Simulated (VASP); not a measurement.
# SiC (Cm) in VASP: notebook

Runs on SiC. Level: LDA. Tasks: single point.

Everything below comes from runs of VASP 6.6.1. Logs are shortened: lines on timing, memory, paths and dates and some standing lists are left out, and cuts for length are marked.

### Step 1. The cell of the first run

Symmetry: Cm, No. 8, monoclinic system. The conventional cell has a = 5.325 Å, b = 3.075 Å, c = 3.075 Å, α = 90.00°, β = 125.26°, γ = 90.00°. Si (site symmetry m) has 4 C at 1.78 to 1.99 Å within 2.4 Å. Within 2.4 Å of C (site symmetry m) lie 4 Si at 1.78 to 1.99 Å.

### Step 2. Single point, LDA

Contents of INCAR:

```
SYSTEM = SiC
PREC = Accurate
ENCUT = 520
EDIFF = 1E-7
ISMEAR = 0
SIGMA = 0.05
LREAL = .False.
LASPH = .True.
NELM = 100
ALGO = Normal
ISIF = 2
LWAVE = .False.
LCHARG = .False.
GGA = CA
NBANDS = 11
```

Contents of KPOINTS:

```
Automatic mesh
0
Gamma
  14 14 14
  0 0 0
```

Contents of POSCAR:

```
SiC
1.0
    0.0000000000      2.1740000000      2.1740000000
    2.1740000000      0.0000000000      2.1740000000
    2.1740000000      2.1740000000      0.0000000000
Si C
1 1
Direct
   -0.0406570136      0.0000000000      0.0000000000
    0.7500000000      0.7500000000      0.7500000000
```

Potentials or basis: VASP PAW LDA potentials, release 64 (Si, C).

On the command line:

```console
$ cat potpaw_LDA.64/Si/POTCAR potpaw_LDA.64/C/POTCAR > POTCAR
$ mpirun -np 1 vasp_std > vasp.out
```

OUTCAR:

```text
SYSTEM = SiC
   PREC = Accurate
   ENCUT = 520
   EDIFF = 1E-7
   ISMEAR = 0
   LREAL = .False.
   LASPH = .True.
   NELM = 100
   ISIF = 2
   GGA = CA

 ion  position               nearest neighbor table
   1  0.959  0.000  0.000-   2 1.78   2 1.89   2 1.89   2 1.99
   2  0.750  0.750  0.750-   1 1.78   1 1.89   1 1.89   1 1.99

  LATTYP: Found a face centered cubic cell.
 ALAT       =     4.3480000000

  Lattice vectors:

 A1 = (   0.0000000000,   2.1740000000,   2.1740000000)
 A2 = (   2.1740000000,   0.0000000000,   2.1740000000)
 A3 = (   2.1740000000,   2.1740000000,   0.0000000000)

Analysis of symmetry for initial positions (statically):
=====================================================================
 Subroutine PRICEL returns:
 Original cell was already a primitive cell.

 Routine SETGRP: Setting up the symmetry group for a
 face centered cubic supercell.

 Subroutine GETGRP returns: Found  2 space group operations
 (whereof  2 operations were pure point group operations)
 out of a pool of 48 trial point group operations.

The static configuration has the point symmetry C_1h.

Analysis of symmetry for dynamics (positions and initial velocities):
=====================================================================
 Subroutine PRICEL returns:
 Original cell was already a primitive cell.

 Routine SETGRP: Setting up the symmetry group for a
 face centered cubic supercell.

 Subroutine GETGRP returns: Found  2 space group operations
 (whereof  2 operations were pure point group operations)
 out of a pool of 48 trial point group operations.

The dynamic configuration has the point symmetry C_1h.

 Subroutine INISYM returns: Found  2 space group operations
 (whereof  2 operations are pure point group operations),
 and found     1 'primitive' translations

----------------------------------------------------------------------------------------

                                     Primitive cell

  volume of cell :      20.5498

  direct lattice vectors                    reciprocal lattice vectors
     0.000000000  2.174000000  2.174000000    -0.229990800  0.229990800  0.229990800
     2.174000000  0.000000000  2.174000000     0.229990800 -0.229990800  0.229990800
     2.174000000  2.174000000  0.000000000     0.229990800  0.229990800 -0.229990800

  length of vectors
     3.074500285  3.074500285  3.074500285     0.398355752  0.398355752  0.398355752

  position of ions in fractional coordinates (direct lattice)
     0.959342986  0.000000000  0.000000000
     0.750000000  0.750000000  0.750000000

[... 85 lines left out ...]
   TEBEG  =    0.0;   TEEND  =   0.0 temperature during run
   PSTRESS=    0.0 pullay stress
   NELECT =       8.0000    total number of electrons
   NUPDOWN=      -1.0000    fix difference up-down
   EMIN   =  10.00;   EMAX   =-10.00  energy-range for DOS
   EFERMI =   0.00;   METHOD = LEGACY
   ISMEAR =     0;   SIGMA  =   0.05  broadening in eV -4-tet -1-fermi 0-gaus
   EFERMI_NEDOS =   21; number of points for ismear=-14 and -15
   IALGO  =     38    algorithm
   IMIX   =      4    mixing-type and parameters
     AMIX     =   0.40;   BMIX     =  1.00
     AMIX_MAG =   1.60;   BMIX_MAG =  1.00
  volume/ion in A,a.u.               =      10.27        69.34
  Fermi-wavevector in a.u.,A,eV,Ry     =   1.195369  2.258920 19.441458  1.428907
  Thomas-Fermi vector in A             =   2.331336
   LORBIT       =      0    0 simple, 1 ext, 2 COOP (PROOUT), +10 PAW based schemes
   GGA     = CA    functional components
   LHFCALC =     F    Hartree Fock is set to
   AEXX    =    0.0000 exact exchange contribution
   IVDW    =     0    specifies the selected vdW correction
   LEPSILON=     F    determine dielectric tensor
   LRPA    =     F    only Hartree local field effects (RPA)
 non-spin polarized calculation
 Gauss-broadening in eV      SIGMA  =   0.05
  energy-cutoff  :      520.00
  volume of cell :       20.55
 maximum number of plane-waves:       568
   NGX = 11   NGY = 11   NGZ = 11

 number of electron       8.0000001 magnetization

 Free energy of the ion-electron system (eV)
  ---------------------------------------------------
  ext. energy  EPLUGINS =         0.00000000
  ---------------------------------------------------
  free energy    TOTEN  =       -16.49072341 eV

  energy without entropy =      -16.49072341  energy(sigma->0) =      -16.49072341

 E-fermi :   8.9968     XC(G=0): -11.5853

 val. band max:        8.6837801811   @ k =   0.0000   0.0000   0.0000
 cond. band min:       9.3922698722   @ k =   0.0000   0.5000   0.5000
 fundamental gap:      0.7084896911
 Fermi energy:         8.9967771167

 k-point     1 :       0.0000    0.0000    0.0000
  band No.  band energies     occupation
      1      -7.2400      2.00000
      2       7.5184      2.00000
      3       8.1440      2.00000
      4       8.6838      2.00000
      5      14.4323      0.00000
      6      15.2115      0.00000
      7      15.3329      0.00000
      8      15.6854      0.00000
      9      22.6007      0.00000
     10      22.6069      0.00000
     11      24.3120      0.00000
[... 309 lines left out ...]
 k-point    24 :       0.0000    0.0714    0.0714
  band No.  band energies     occupation
      1      -7.1059      2.00000
      2       7.2062      2.00000
      3       7.8855      2.00000
      4       8.3567      2.00000
      5      14.7250      0.00000
      6      14.9493      0.00000
      7      15.7087      0.00000
      8      15.9924      0.00000
      9      21.0663      0.00000
     10      22.7565      0.00000
     11      24.7986      0.00000

 [... further k-points ...]

------------------------ aborting loop because EDIFF is reached ----------------------------------------

  FORCE on cell =-STRESS in cart. coord.  units (eV):
  Direction    XX          YY          ZZ          XY          YZ          ZX
  --------------------------------------------------------------------------------------
  -------------------------------------------------------------------------------------
  Total        0.0433954     -0.1494504     -0.1494504      0.7404285      0.2987984      0.7404285
  in kB        3.3833419    -11.6519586    -11.6519586     57.7278100     23.2959370     57.7278100
  external PRESSURE =      -6.6401918 kB  Pullay stress =       0.0000000 kB

 VOLUME and BASIS-vectors are now :
 -----------------------------------------------------------------------------
  energy-cutoff  :      520.00
  volume of cell :       20.55
      direct lattice vectors                 reciprocal lattice vectors
     0.000000000  2.174000000  2.174000000    -0.229990800  0.229990800  0.229990800
     2.174000000  0.000000000  2.174000000     0.229990800 -0.229990800  0.229990800
     2.174000000  2.174000000  0.000000000     0.229990800  0.229990800 -0.229990800

 POSITION                                       TOTAL-FORCE (eV/Angst)
 -----------------------------------------------------------------------------------
      0.00000      2.08561      2.08561         0.540172      1.710148      1.710148
      3.26100      3.26100      3.26100        -0.540172     -1.710148     -1.710148
 -----------------------------------------------------------------------------------
    total drift:                               -0.000010     -0.000012     -0.000012

  FREE ENERGIE OF THE ION-ELECTRON SYSTEM (eV)
  ---------------------------------------------------
  free  energy   TOTEN  =       -16.4907234082 eV

  energy  without entropy=      -16.4907234082  energy(sigma->0) =      -16.49072341
```

stdout:

```text
POSCAR found type information on POSCAR SiC
 POSCAR found :  2 types and       2 ions
 scaLAPACK will be used
 LDA part: xc-table for (Slater(with rela. corr.)+CA(PZ))
 , standard interpolation
 POSCAR, INCAR and KPOINTS ok, starting setup
 FFT: planning ... GRIDC
 FFT: planning ... GRID_SOFT
 FFT: planning ... GRID
 WAVECAR not read
 entering main loop
```

It took 5.2 min on 1 thread of AMD EPYC 7R13, shared host; peak memory 0.23 GiB.

Results:

| Quantity | Value |
| --- | --- |
| Free energy | -16.4907 eV |
| Pressure | -0.7 GPa |
| Largest force | 2.478 eV/Å |
| Band gap on the k mesh | 0.71 eV (least direct gap 4.25 eV) |

Forces in eV/Å, atoms in the order of the input:
```
Si   0.540  1.710  1.710
C   -0.540 -1.710 -1.710
```

Levels at points of the mesh, in eV from the valence-band top:
```tsv
k point	band 2	band 3	band 4	band 5	band 6	band 7
(0.00, 0.00, 0.00)	-1.17	-0.54	0.00	5.75	6.53	6.65
(0.50, 0.00, 0.00)	-8.80	-2.06	-1.49	4.90	6.11	6.79
(0.00, 0.50, 0.00)	-9.14	-2.06	-1.12	4.80	6.06	7.18
(0.50, 0.50, 0.50)	-9.50	-1.70	-1.19	4.86	6.47	7.11
(0.50, 0.50, 0.00)	-8.37	-3.96	-3.53	0.72	3.63	13.33
(0.00, 0.50, 0.50)	-8.42	-3.75	-3.67	0.71	3.58	13.36
```

Caveat: the cell differs from its parent crystal (all Si atoms moved +0.125 Å, as atom 1 towards its neighbour atom 1 (Si) at 3.075 Å); semilocal functionals underestimate gaps, and a narrow one can read as zero; forces of over 1 eV/Å act on the atoms, so gaps and moduli don't describe the material at rest. A k mesh can miss the band edges.

### Step 3. Single point, LDA

Contents of INCAR:

```
  PREC = Accurate
  ENCUT = 520
  EDIFF = 1E-6
  ISMEAR = 0
  SIGMA = 0.05
  LREAL = F
  LASPH = T
  NELM = 60
  ALGO = Normal
  ISIF = 2
  LWAVE = F
  LCHARG = F
  GGA = CA
  NBANDS = 11
```

Contents of KPOINTS:

```
Automatic mesh
0
Gamma
  14 14 14
```

Edit POSCAR of step 2 so:

```diff
@@ -8,3 +8,3 @@
 Direct
-   -0.0406570136      0.0000000000      0.0000000000
+   -0.0203285068      0.0000000000      0.0000000000
     0.7500000000      0.7500000000      0.7500000000
```

Potentials or basis: VASP PAW LDA potentials, release 64 (Si, C).

On the command line:

```console
$ cat potpaw_LDA.64/Si/POTCAR potpaw_LDA.64/C/POTCAR > POTCAR
$ mpirun -np 1 vasp_std > vasp.out
```

It took 4.7 min on 1 thread of AMD EPYC 7R13, shared host; peak memory 0.23 GiB.

The run converged. Its results:

```yaml
Free_energy: -16.6036 eV
Pressure: -2.1 GPa
Largest_force: 1.205 eV/Å
Band_gap_on_the_k_mesh: 1.00 eV (least direct gap 4.39 eV)
```

Forces on the atoms (eV/Å):
```
Si   0.134  0.847  0.847
C   -0.134 -0.847 -0.847
```

Stress tensor (GPa, compression positive):
```
-1.83  2.79  2.79
 2.79 -2.19  0.58
 2.79  0.58 -2.19
```

Levels at points of the mesh, in eV from the valence-band top:
| k point | band 2 | band 3 | band 4 | band 5 | band 6 | band 7 |
| --- | --- | --- | --- | --- | --- | --- |
| (0.00, 0.00, 0.00) | -0.59 | -0.29 | 0.00 | 6.07 | 6.85 | 6.94 |
| (0.50, 0.00, 0.00) | -8.71 | -1.57 | -1.29 | 5.17 | 6.62 | 6.96 |
| (0.00, 0.50, 0.00) | -8.88 | -1.58 | -1.10 | 5.14 | 6.58 | 7.16 |
| (0.50, 0.50, 0.50) | -9.06 | -1.39 | -1.13 | 5.15 | 6.79 | 7.12 |
| (0.50, 0.50, 0.00) | -8.12 | -3.60 | -3.38 | 1.00 | 3.92 | 13.61 |
| (0.00, 0.50, 0.50) | -8.13 | -3.49 | -3.47 | 1.00 | 3.90 | 13.63 |

Caveat: the cell differs from its parent crystal (all Si atoms moved +0.062 Å, as atom 1 towards its neighbour atom 1 (Si) at 3.075 Å); forces of over 1 eV/Å act on the atoms, so gaps and moduli don't describe the material at rest. A k mesh can miss the band edges.
